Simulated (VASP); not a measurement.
# HfC (P6_3/mmc) in VASP: notebook

Aim: see how the results for HfC move with the level of theory and the settings. Levels: LDA, PBEsol. Tasks: single point.

Program: VASP 6.6.1. These are calculated values, not measurements. Logs are shortened: lines on timing, memory, paths and dates and some standing lists are left out, and cuts for length are marked.

## Step 1: The cell of the first run

The structure is hexagonal, space group P6_3/mmc (No. 194). The conventional cell has a = 3.145 Å, b = 3.145 Å, c = 5.362 Å, α = 90.00°, β = 90.00°, γ = 120.00°. Hf (site symmetry -6m2) has 6 C at 2.26 Å within 3.0 Å. C (site symmetry -3m) has 6 Hf at 2.26 Å and 2 C at 2.68 Å within 3.0 Å.

## Step 2: Single point, LDA (functional LDA, strained)

File INCAR:

```
PREC     = Accurate       # precision mode
ENCUT    = 520            # plane-wave cutoff, eV
EDIFF    = 1E-6           # SCF threshold, eV
ISMEAR   = 0              # smearing method
SIGMA    = 0.1            # smearing width, eV
LREAL    = F              # projectors in reciprocal space
LASPH    = T              # aspherical terms in the spheres
NELM     = 60             # most SCF steps
ALGO     = Normal         # electronic algorithm
ISIF     = 2              # what is computed and relaxed
LWAVE    = F              # write WAVECAR
LCHARG   = T              # write CHGCAR
LELF     = T              # ELF
LVHAR    = T            
NBANDS   = 22             # bands
```

File KPOINTS:

```
Automatic mesh
0
Gamma
  15 15 8
```

File POSCAR:

```
HfC
1.0
    3.1446006675      0.0000000000      0.0000000000
   -1.5723003337      2.7233040628      0.0000000000
    0.0000000000      0.0000000000      5.3623852927
Hf C
2 2
Direct
    0.6666666700      0.3333333300      0.7500000000
    0.3333333300      0.6666666700      0.2500000000
    0.0000000000      0.0000000000      0.0000000000
    0.0000000000      0.0000000000      0.5000000000
```

Potentials or basis: VASP PAW LDA potentials, release 64 (Hf_pv, C).

Command:

```console
$ cat potpaw_LDA.64/Hf_pv/POTCAR potpaw_LDA.64/C/POTCAR > POTCAR
$ mpirun -np 1 vasp_std > vasp.out
```

OUTCAR:

```text
PREC = Accurate
   ENCUT = 520
   EDIFF = 1E-6
   ISMEAR = 0
   LREAL = F
   LASPH = T
   NELM = 60
   ISIF = 2

 ion  position               nearest neighbor table
   1  0.667  0.333  0.750-   3 2.26   4 2.26   3 2.26   4 2.26   3 2.26   4 2.26   2 3.24   2 3.24
                             2 3.24   2 3.24   2 3.24   2 3.24
   2  0.333  0.667  0.250-   3 2.26   4 2.26   3 2.26   4 2.26   3 2.26   4 2.26   1 3.24   1 3.24
                             1 3.24   1 3.24   1 3.24   1 3.24
   3  0.000  0.000  0.000-   1 2.26   2 2.26   2 2.26   1 2.26   1 2.26   2 2.26
   4  0.000  0.000  0.500-   1 2.26   2 2.26   2 2.26   1 2.26   1 2.26   2 2.26

  LATTYP: Found a hexagonal cell.
 ALAT       =     3.1446006675
 C/A-ratio  =     1.7052674917

  Lattice vectors:

 A1 = (   3.1446006675,   0.0000000000,   0.0000000000)
 A2 = (  -1.5723003337,   2.7233040628,   0.0000000000)
 A3 = (   0.0000000000,   0.0000000000,   5.3623852927)

Analysis of symmetry for initial positions (statically):
=====================================================================
 Subroutine PRICEL returns:
 Original cell was already a primitive cell.

 Routine SETGRP: Setting up the symmetry group for a
 hexagonal supercell.

 Subroutine GETGRP returns: Found 24 space group operations
 (whereof 12 operations were pure point group operations)
 out of a pool of 24 trial point group operations.

The static configuration has the point symmetry D_3d.
 The point group associated with its full space group is D_6h.

Analysis of symmetry for dynamics (positions and initial velocities):
=====================================================================
 Subroutine PRICEL returns:
 Original cell was already a primitive cell.

 Routine SETGRP: Setting up the symmetry group for a
 hexagonal supercell.

 Subroutine GETGRP returns: Found 24 space group operations
 (whereof 12 operations were pure point group operations)
 out of a pool of 24 trial point group operations.

The dynamic configuration has the point symmetry D_3d.
 The point group associated with its full space group is D_6h.

 Subroutine INISYM returns: Found 24 space group operations
 (whereof 12 operations are pure point group operations),
 and found     1 'primitive' translations

----------------------------------------------------------------------------------------

                                     Primitive cell

  volume of cell :      45.9219

  direct lattice vectors                    reciprocal lattice vectors
     3.144600667  0.000000000  0.000000000     0.318005402  0.183600505  0.000000000
    -1.572300334  2.723304063  0.000000000     0.000000000  0.367201009  0.000000000
     0.000000000  0.000000000  5.362385293     0.000000000  0.000000000  0.186484175

  length of vectors
     3.144600667  3.144600667  5.362385293     0.367201009  0.367201009  0.186484175

  position of ions in fractional coordinates (direct lattice)
     0.666666670  0.333333330  0.750000000
     0.333333330  0.666666670  0.250000000
     0.000000000  0.000000000  0.000000000
     0.000000000  0.000000000  0.500000000

  ion indices of the primitive-cell ions
   primitive index   ion index
                 1           1
                 2           2
                 3           3
                 4           4

----------------------------------------------------------------------------------------

 KPOINTS: Automatic mesh

Automatic generation of k-mesh.
 Grid dimensions read from file:
 generate k-points for:   15   15    8

 Generating k-lattice:

  Cartesian coordinates                     Fractional coordinates (reciprocal lattice)
     0.021200360  0.012240034  0.000000000     0.066666667  0.000000000  0.000000000
     0.000000000  0.024480067  0.000000000     0.000000000  0.066666667  0.000000000
     0.000000000  0.000000000  0.023310522     0.000000000  0.000000000  0.125000000

  Length of vectors
     0.024480067  0.024480067  0.023310522

  Shift w.r.t. Gamma in fractional coordinates (k-lattice)
     0.000000000  0.000000000  0.000000000

 Subroutine IBZKPT returns following result:
 ===========================================

 Found    135 irreducible k-points:

 Following reciprocal coordinates:
            Coordinates               Weight
  0.000000  0.000000  0.000000      1.000000
  0.066667 -0.000000  0.000000      6.000000
  0.133333 -0.000000  0.000000      6.000000
  0.200000 -0.000000  0.000000      6.000000
  0.266667 -0.000000  0.000000      6.000000
  0.333333 -0.000000  0.000000      6.000000
[... 16 lines left out ...]
  0.333333  0.200000  0.000000     12.000000
  0.400000  0.200000  0.000000      6.000000
 [... further k-points ...]
   k-points           NKPTS =    135   k-points in BZ     NKDIM =    135   number of bands    NBANDS=     22
   number of dos      NEDOS =    301   number of ions     NIONS =      4
   total plane-waves  NPLWV =  23040
   dimension x,y,z NGX =    24 NGY =   24 NGZ =   40
   dimension x,y,z NGXF=    48 NGYF=   48 NGZF=   80
   ions per type =               2   2
   NGX,Y,Z   is equivalent  to a cutoff of  12.69, 12.69, 12.40 a.u.
   NGXF,Y,Z  is equivalent  to a cutoff of  25.38, 25.38, 24.80 a.u.
 SYSTEM =  unknown system
   PREC   = accura    normal or accurate (medium, high low for compatibility)
   ISTART =      0    job   : 0-new  1-cont  2-samecut
   ICHARG =      2    charge: 1-file 2-atom 10-const
   ISPIN  =      1    spin polarized calculation?
   LNONCOLLINEAR =      F non collinear calculations
   LSORBIT =      F    spin-orbit coupling
   LASPH  =      T    aspherical Exc in radial PAW
   ENCUT  =  520.0 eV  38.22 Ry    6.18 a.u.   5.85  5.85  9.97*2*pi/ulx,y,z
   NELM   =     60;   NELMIN=  2; NELMDL= -5     # of ELM steps
   EDIFF  = 0.1E-05   stopping-criterion for ELM
   LREAL  =      F    real-space projection
[... 7 lines left out ...]
   TEBEG  =    0.0;   TEEND  =   0.0 temperature during run
   PSTRESS=    0.0 pullay stress
   NELECT =      28.0000    total number of electrons
   NUPDOWN=      -1.0000    fix difference up-down
   EMIN   =  10.00;   EMAX   =-10.00  energy-range for DOS
   EFERMI =   0.00;   METHOD = LEGACY
   ISMEAR =     0;   SIGMA  =   0.10  broadening in eV -4-tet -1-fermi 0-gaus
   EFERMI_NEDOS =   21; number of points for ismear=-14 and -15
   IALGO  =     38    algorithm
   IMIX   =      4    mixing-type and parameters
     AMIX     =   0.40;   BMIX     =  1.00
     AMIX_MAG =   1.60;   BMIX_MAG =  1.00
  volume/ion in A,a.u.               =      11.48        77.47
  Fermi-wavevector in a.u.,A,eV,Ry     =   1.388207  2.623331 26.220049  1.927119
  Thomas-Fermi vector in A             =   2.512355
   LORBIT       =      0    0 simple, 1 ext, 2 COOP (PROOUT), +10 PAW based schemes
   GGA     = CA    functional components
   LHFCALC =     F    Hartree Fock is set to
   AEXX    =    0.0000 exact exchange contribution
   IVDW    =     0    specifies the selected vdW correction
   LEPSILON=     F    determine dielectric tensor
   LRPA    =     F    only Hartree local field effects (RPA)
 non-spin polarized calculation
 Gauss-broadening in eV      SIGMA  =   0.10
  energy-cutoff  :      520.00
  volume of cell :       45.92
 maximum number of plane-waves:      1273
 NGX is ok and might be reduce to    24
   NGX = 11   NGY = 11   NGZ = 19

 number of electron      28.0000000 magnetization

 Free energy of the ion-electron system (eV)
  ---------------------------------------------------
  ext. energy  EPLUGINS =         0.00000000
  ---------------------------------------------------
  free energy    TOTEN  =       -44.82813613 eV

  energy without entropy =      -44.82435922  energy(sigma->0) =      -44.82624768

 E-fermi :   6.7817     XC(G=0): -12.9300

 val. band max:        6.7480279997   @ k =   0.0667   0.0667   0.1250
 cond. band min:       6.7872492790   @ k =   0.2000   0.1333   0.2500
 fundamental gap:      0.0392212793
 Fermi energy:         6.7817378471

 k-point     1 :       0.0000    0.0000    0.0000
  band No.  band energies     occupation
      1     -23.2436      2.00000
      2     -22.4047      2.00000
      3     -22.4047      2.00000
      4     -22.3532      2.00000
      5     -22.3332      2.00000
      6     -22.3332      2.00000
[... 14 lines left out ...]
     21      11.9799      0.00000
     22      15.2874      0.00000

 k-point     2 :       0.0667   -0.0000    0.0000
  band No.  band energies     occupation
      1     -23.2285      2.00000
      2     -22.4444      2.00000
      3     -22.4176      2.00000
      4     -22.3705      2.00000
      5     -22.3552      2.00000
      6     -22.3366      2.00000
[... 14 lines left out ...]
     21      12.2878      0.00000
     22      15.0965      0.00000

 k-point     3 :       0.1333   -0.0000    0.0000
  band No.  band energies     occupation
      1     -23.1847      2.00000
      2     -22.5563      2.00000
      3     -22.4732      2.00000
      4     -22.4518      2.00000
      5     -22.3619      2.00000
      6     -22.3486      2.00000
[... 14 lines left out ...]
     21      13.0398      0.00000
     22      14.6993      0.00000

 k-point     4 :       0.2000   -0.0000    0.0000
  band No.  band energies     occupation
      1     -23.1166      2.00000
      2     -22.7192      2.00000
      3     -22.6183      2.00000
      4     -22.4983      2.00000
      5     -22.3750      2.00000
      6     -22.3694      2.00000
[... 14 lines left out ...]
     21      13.7612      0.00000
     22      14.3762      0.00000

 k-point     5 :       0.2667   -0.0000    0.0000
  band No.  band energies     occupation
      1     -23.0313      2.00000
      2     -22.9020      2.00000
      3     -22.7785      2.00000
      4     -22.5487      2.00000
      5     -22.3966      2.00000
      6     -22.3958      2.00000
[... 417 lines left out ...]
 k-point    22 :       0.2667    0.2000    0.0000
  band No.  band energies     occupation
      1     -23.1090      2.00000
      2     -22.9943      2.00000
      3     -22.8303      2.00000
      4     -22.7056      2.00000
      5     -22.6017      2.00000
      6     -22.4753      2.00000
[... 14 lines left out ...]
     21      14.2799      0.00000
     22      14.5047      0.00000

 k-point    23 :       0.3333    0.2000    0.0000
  band No.  band energies     occupation
      1     -23.1739      2.00000
      2     -23.0135      2.00000
      3     -22.7779      2.00000
      4     -22.7553      2.00000
      5     -22.6398      2.00000
      6     -22.5191      2.00000
[... 14 lines left out ...]
     21      14.5042      0.00000
     22      15.0135      0.00000

 k-point    24 :       0.4000    0.2000    0.0000
  band No.  band energies     occupation
      1     -23.1965      2.00000
      2     -23.0160      2.00000
      3     -22.8081      2.00000
      4     -22.7197      2.00000
      5     -22.6530      2.00000
      6     -22.5436      2.00000
[... 14 lines left out ...]
     21      14.5575      0.00000
     22      15.5481      0.00000

 [... further k-points ...]

------------------------ aborting loop because EDIFF is reached ----------------------------------------

  FORCE on cell =-STRESS in cart. coord.  units (eV):
  Direction    XX          YY          ZZ          XY          YZ          ZX
  --------------------------------------------------------------------------------------
  -------------------------------------------------------------------------------------
  Total        5.2789176      5.2789176     -0.3277624      0.0000000      0.0000000     -0.0000000
  in kB      184.1771784    184.1771784    -11.4353648      0.0000000      0.0000000     -0.0000000
  external PRESSURE =     118.9729973 kB  Pullay stress =       0.0000000 kB

 VOLUME and BASIS-vectors are now :
 -----------------------------------------------------------------------------
  energy-cutoff  :      520.00
  volume of cell :       45.92
      direct lattice vectors                 reciprocal lattice vectors
     3.144600667  0.000000000  0.000000000     0.318005402  0.183600505  0.000000000
    -1.572300334  2.723304063  0.000000000     0.000000000  0.367201009  0.000000000
     0.000000000  0.000000000  5.362385293     0.000000000  0.000000000  0.186484175

 POSITION                                       TOTAL-FORCE (eV/Angst)
 -----------------------------------------------------------------------------------
      1.57230      0.90777      4.02179        -0.000000      0.000000      0.000000
     -0.00000      1.81554      1.34060         0.000000     -0.000000      0.000000
      0.00000      0.00000      0.00000        -0.000000     -0.000000      0.000000
      0.00000      0.00000      2.68119        -0.000000     -0.000000      0.000000
 -----------------------------------------------------------------------------------
    total drift:                               -0.000003      0.000002     -0.000000

  FREE ENERGIE OF THE ION-ELECTRON SYSTEM (eV)
  ---------------------------------------------------
  free  energy   TOTEN  =       -44.8281361325 eV

  energy  without entropy=      -44.8243592200  energy(sigma->0) =      -44.82624768
```

Wall time 55 s (1 thread of Intel Xeon Platinum 8488C (Sapphire Rapids), shared host); peak memory 0.23 GiB.

What came out:

* Free energy: -44.8281 eV
* Pressure: 11.9 GPa
* Band gap on the k mesh: zero (band 14 reaches 7.53 eV, above the bottom of band 15 at 6.74 eV)

Levels at points of the mesh, in eV from the Fermi level:
```
           k point  band 12  band 13  band 14  band 15  band 16  band 17
(0.00, 0.00, 0.00)    -0.72    -0.72     0.59     1.71     1.71     1.82
(0.00, 0.00, 0.50)    -2.10    -2.10    -2.10     4.30     4.30     4.30
```

Caveat: the cell differs from its parent crystal (functional LDA, strained); spin-orbit coupling is left out, which moves the levels of the heavy elements.

[end of part 1 of 2]
